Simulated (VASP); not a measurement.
**K4Mg3ZnF12: single point with HSE06**

K4Mg3ZnF12:

```xyz
40
Lattice="8.0147 0.0000 0.0000 0.0000 8.0147 0.0000 0.0000 0.0000 8.0147" Properties=species:S:1:pos:R:3 pbc="T T T"
K     0.0029    8.0123    0.0013
K     0.0017    8.0126    4.0121
K     0.0017    4.0064    0.0030
K     0.0002    4.0057    4.0102
K     4.0057    8.0139    8.0143
K     4.0069    8.0144    4.0134
K     4.0075    4.0051    0.0019
K     4.0078    4.0042    4.0106
Mg    2.0045    2.0025    2.0061
Mg    2.0049    6.0096    2.0068
Mg    6.0121    2.0018    2.0067
Mg    6.0117    2.0025    6.0138
Mg    6.0112    6.0105    2.0063
Mg    6.0116    6.0091    6.0141
Zn    2.0041    2.0020    6.0136
Zn    2.0046    6.0088    6.0134
F     2.0056    2.0074    0.0261
F     2.0044    1.9999    3.9853
F     2.0027    6.0096    0.0262
F     2.0052    6.0121    3.9859
F     6.0127    2.0005    0.0040
F     6.0118    2.0021    4.0093
F     6.0140    6.0103    0.0039
F     6.0108    6.0080    4.0093
F     8.0142    1.9991    2.0060
F     7.9916    2.0034    6.0119
F     8.0142    6.0136    2.0077
F     7.9913    6.0029    6.0114
F     4.0098    2.0058    2.0059
F     4.0325    1.9981    6.0138
F     4.0090    6.0068    2.0039
F     4.0319    6.0127    6.0166
F     2.0081    8.0135    2.0028
F     2.0017    8.0134    6.0155
F     2.0014    4.0066    2.0067
F     2.0092    4.0056    6.0095
F     6.0085    8.0131    2.0079
F     6.0164    8.0124    6.0136
F     6.0150    4.0062    2.0061
F     6.0072    4.0050    6.0153
```

```
Program                            : VASP 6.6.1
Task                               : single point
Functional                         : HSE06
Potentials or basis                : VASP PAW PBE potentials, release 64 (K_sv, Mg, Zn, F)
Cutoff                             : 520 eV
k mesh                             : 1 × 1 × 1, shifted
Occupations                        : fermi-dirac, width 0.05 eV
Spin                               : no spin polarisation
Dipole correction                  : no
Grid for exact exchange (PRECFOCK) : Fast
Further INCAR settings             : LREAL = Auto; ALGO = Normal; EDIFF = 1e-06; NBANDS = 164; ISYM = 0
Screening parameter                : 0.2079 1/Å
```

| Item | Value |
| --- | --- |
| Pressure | 1.0 GPa |
| Largest force | 0.160 eV/Å |
| Band gap on the k mesh | 8.83 eV |

Forces on the atoms (eV/Å):
```
K   -0.011  0.000  0.011
K   -0.007 -0.002 -0.009
K   -0.008 -0.001  0.006
K   -0.006  0.000 -0.008
K    0.014 -0.001  0.015
K    0.009 -0.004 -0.011
K    0.009  0.003  0.009
K    0.008  0.002 -0.008
Mg   0.000  0.000 -0.004
Mg  -0.005  0.007 -0.010
Mg  -0.002  0.000 -0.006
Mg   0.005 -0.010  0.004
Mg   0.003 -0.003 -0.001
Mg   0.001 -0.001  0.000
Zn   0.002  0.006 -0.005
Zn  -0.004  0.003  0.001
F   -0.004 -0.009  0.156
F    0.001  0.005 -0.156
F   -0.001 -0.004  0.155
F    0.001 -0.002 -0.158
F    0.000  0.001  0.006
F   -0.001  0.002 -0.007
F    0.000 -0.001  0.007
F   -0.005  0.001 -0.006
F   -0.002 -0.001  0.002
F   -0.158  0.007  0.003
F   -0.004 -0.002  0.002
F   -0.154  0.009  0.002
F    0.003  0.000  0.003
F    0.151  0.003 -0.003
F    0.009 -0.001  0.005
F    0.160  0.000 -0.009
F    0.000  0.003  0.003
F   -0.003 -0.005  0.002
F    0.000 -0.003  0.006
F    0.002 -0.005  0.001
F   -0.001  0.002  0.002
F   -0.001  0.002 -0.001
F    0.000 -0.003  0.001
F    0.001  0.001  0.000
```

Levels at points of the mesh, in eV from the valence-band top:
```csv
k point,band 134,band 135,band 136,band 137,band 138,band 139,band 140,band 141,band 142,band 143
"(0.25, 0.25, 0.25)",-0.79,-0.76,-0.47,-0.45,0.00,8.83,10.37,10.44,11.09,11.56
```

It used 820 s of CPU time on 1 × NVIDIA H100 80GB with 1 thread of AMD EPYC 7R13 Processor (Zen 3) (shared host).

Caveat: the k points lie up to 0.78 Å⁻¹ apart; the PAW data sets were made with another functional, which shifts forces and pressure a little. A k mesh can miss the band edges.
